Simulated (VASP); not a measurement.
Wanted: the native input for a VASP 6.6.1 run.

```yaml
Task: single point
Functional: PBE
Potentials_or_basis: VASP PAW PBE potentials, release 64 (Bi_d)
Cutoff: 520 eV
k_mesh: 14 × 14 × 14
Occupations: gaussian, width 0.05 eV
Spin: no spin polarisation
Dipole_correction: no
Further_INCAR_settings: ALGO = Normal; EDIFF = 1e-06; NBANDS = 14
```

The structure of Bi lies in POSCAR:

```
Bi
1.0
   -2.0468637705      2.0468637705      2.0468637705
    2.0468637705     -2.0468637705      2.0468637705
    2.0468637705      2.0468637705     -2.0468637705
Bi
1
Direct
    0.0000000000      0.0000000000      0.0000000000
```

One way to write it, as run:

INCAR

```
SYSTEM = Bi
  PREC = Accurate
  ENCUT = 520
  EDIFF = 1E-6
  ISMEAR = 0
  SIGMA = 0.05
  LREAL = .False.
  LASPH = .True.
  NELM = 60
  ALGO = Normal
  ISIF = 2
  LWAVE = .False.
  LCHARG = .False.
  GGA = PE
  NBANDS = 14
```

KPOINTS

```
Automatic mesh
0
Gamma
  14 14 14
  0 0 0
```

Potentials or basis: VASP PAW PBE potentials, release 64 (Bi_d).

Command:

```bash
$ cat potpaw_PBE.64/Bi_d/POTCAR > POTCAR
$ mpirun -np 1 vasp_std > vasp.out
```

It gave:

* Pressure: -3.7 GPa

Wall time 83 s on 1 thread of AMD EPYC 7R13, on a shared host, peak memory 0.15 GiB.
